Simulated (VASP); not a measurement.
Al3Ni2:

```
CELL_PARAMETERS angstrom
6.63281 0.00000 0.00000
0.00000 6.63281 0.00000
0.00000 0.00000 3.33220
ATOMIC_POSITIONS crystal
Al 0.00000 0.00000 0.00000
Al 0.50000 0.50000 0.00000
Al 0.18000 0.68000 0.50000
Al 0.32000 0.18000 0.50000
Al 0.82000 0.32000 0.50000
Al 0.68000 0.82000 0.50000
Ni 0.38000 0.88000 0.00000
Ni 0.12000 0.38000 0.00000
Ni 0.62000 0.12000 0.00000
Ni 0.88000 0.62000 0.00000
```

| Property | Result |
| --- | --- |
| Program | VASP 6.6.1 |
| Task | relaxation of cell and atoms |
| Functional | PBE |
| Potentials or basis | VASP PAW PBE potentials, release 64 (Al, Ni) |
| Cutoff | 600 eV |
| k mesh | 4 × 4 × 6 |
| Occupations | gaussian, width 0.1 eV |
| Spin | no spin polarisation |

At the start: pressure -7.5 GPa; volume 14.66 Å³/atom.

Q: How do energy, volume and symmetry change on relaxing?

A: Over 13 steps the energy falls by 152.1 meV/atom and the volume is 13.31 Å³/atom (-9.2 %); space group P4/mbm (No. 127, to 0.1 Å) before and after.

Step by step:
```csv
step,energy change (eV),largest force (eV/Å),pressure (GPa),volume (Å³)
1,0.0000,1.7593,-7.51,146.60
2,0.1174,1.0173,4.03,132.47
3,-0.6853,1.0041,3.07,132.23
4,-1.0105,0.8539,0.17,134.13
5,-1.3736,0.6095,-3.21,136.86
6,-1.3968,0.4982,-4.14,137.86
7,-1.4922,0.1279,2.27,131.13
8,-1.5132,0.0836,0.03,133.03
9,-1.5132,0.0736,0.13,132.93
10,-1.5180,0.0096,-0.04,133.20
11,-1.5191,0.0443,-0.14,133.36
12,-1.5192,0.0579,-0.22,133.41
13,-1.5208,0.0327,0.24,133.05
```

Final structure:
```
CELL_PARAMETERS angstrom
6.64483 0.00000 0.00000
0.00000 6.64483 0.00000
0.00000 0.00000 3.01341
ATOMIC_POSITIONS crystal
Al 0.00000 0.00000 0.00000
Al 0.50000 0.50000 0.00000
Al 0.15207 0.65207 0.50000
Al 0.34793 0.15207 0.50000
Al 0.84793 0.34793 0.50000
Al 0.65207 0.84793 0.50000
Ni 0.35610 0.85610 0.00000
Ni 0.14390 0.35610 0.00000
Ni 0.64390 0.14390 0.00000
Ni 0.85610 0.64390 0.00000
```
